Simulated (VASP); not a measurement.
Wanted: the native input for a VASP 6.6.1 run.

```
Task                   : single point
Functional             : PBEsol
Potentials or basis    : VASP PAW PBE potentials, release 64 (Ti_sv, Al)
Cutoff                 : 520 eV
k mesh                 : 16 × 16 × 16
Occupations            : gaussian, width 0.15 eV
Spin                   : no spin polarisation
Dipole correction      : no
Further INCAR settings : ALGO = Fast; EDIFF = 1e-06; NBANDS = 14
```

The structure of TiAl lies in POSCAR:

```
TiAl
1.0
    2.7463255563      0.0000000000      0.0000000000
    0.0000000000      2.7463255563      0.0000000000
    0.0000000000      0.0000000000      4.1680982968
Ti Al
1 1
Direct
    0.0000000000      0.0000000000      0.0000000000
    0.5000000000      0.5000000000      0.5000000000
```

The input as run:

INCAR

```
SYSTEM = TiAl
ALGO = Fast
EDIFF = 1E-6
ENCUT = 520
GGA = PS
ISIF = 2
ISMEAR = 0
LASPH = .True.
LCHARG = .False.
LREAL = .False.
LWAVE = .False.
NBANDS = 14
NELM = 60
PREC = Accurate
SIGMA = 0.15
```

KPOINTS

```
k-points
0
Gamma
  16 16 16
  0 0 0
```

Potentials or basis: VASP PAW PBE potentials, release 64 (Ti_sv, Al).

The run is started by

```console
$ cat potpaw_PBE.64/Ti_sv/POTCAR potpaw_PBE.64/Al/POTCAR > POTCAR
$ mpirun -np 1 vasp_std > vasp.out
```

It gave:

```
Pressure               : 0.4 GPa
Band gap on the k mesh : zero (an odd number of electrons rules out a gap without spin polarisation)
```

Caveat: the PAW data sets were made with another functional, which shifts forces and pressure a little.

Run time: 7.2 min on 1 thread of AMD EPYC 7R13, on a shared host, peak memory 0.26 GiB.
